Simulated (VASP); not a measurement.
Here is a VASP 6.6.1 calculation.

Contents of POSCAR:

```
FeSi
1.0
    2.7629156480      0.0000000000      0.0000000000
    0.0000000000      2.7629156480      0.0000000000
    0.0000000000      0.0000000000      2.7629156480
Fe Si
1 1
Direct
    0.0000000000      0.0000000000      0.0000000000
    0.5000000000      0.5000000000      0.5000000000
```

INCAR.step1

```
  PREC = Accurate
  ENCUT = 520
  ISMEAR = 0
  SIGMA = 0.05
  LREAL = F
  LASPH = T
  NELM = 60
  NBANDS = 13
  GGA = PE
  ALGO = Normal
  EDIFF = 1E-4
  LWAVE = T
  LCHARG = F
```

Contents of INCAR.step2:

```
  PREC = Accurate
  ENCUT = 520
  EDIFF = 1E-6
  ISMEAR = 0
  SIGMA = 0.05
  LREAL = F
  LASPH = T
  NELM = 60
  ALGO = Normal
  ISIF = 2
  LWAVE = F
  LCHARG = F
  METAGGA = R2SCAN
  LMIXTAU = T
  NBANDS = 13
  ISTART = 1
```

The input KPOINTS:

```
Automatic mesh
0
Gamma
  16 16 16
```

Potentials or basis: VASP PAW PBE potentials, release 64 (Fe, Si).

Run with:

```console
$ cat potpaw_PBE.64/Fe/POTCAR potpaw_PBE.64/Si/POTCAR > POTCAR
$ cp INCAR.step1 INCAR
$ mpirun -np 1 vasp_std > vasp.out
$ cp INCAR.step2 INCAR
$ mpirun -np 1 vasp_std > vasp.out
```

(1) What does it give for the band gap on the k mesh?

(2) Estimate the pressure.

Results:

(1) zero (band 6 reaches 11.20 eV, above the bottom of band 7 at 11.02 eV).

(2) -9.1 GPa.

Caveat: the PAW data sets were made with another functional, which shifts forces and pressure a little.
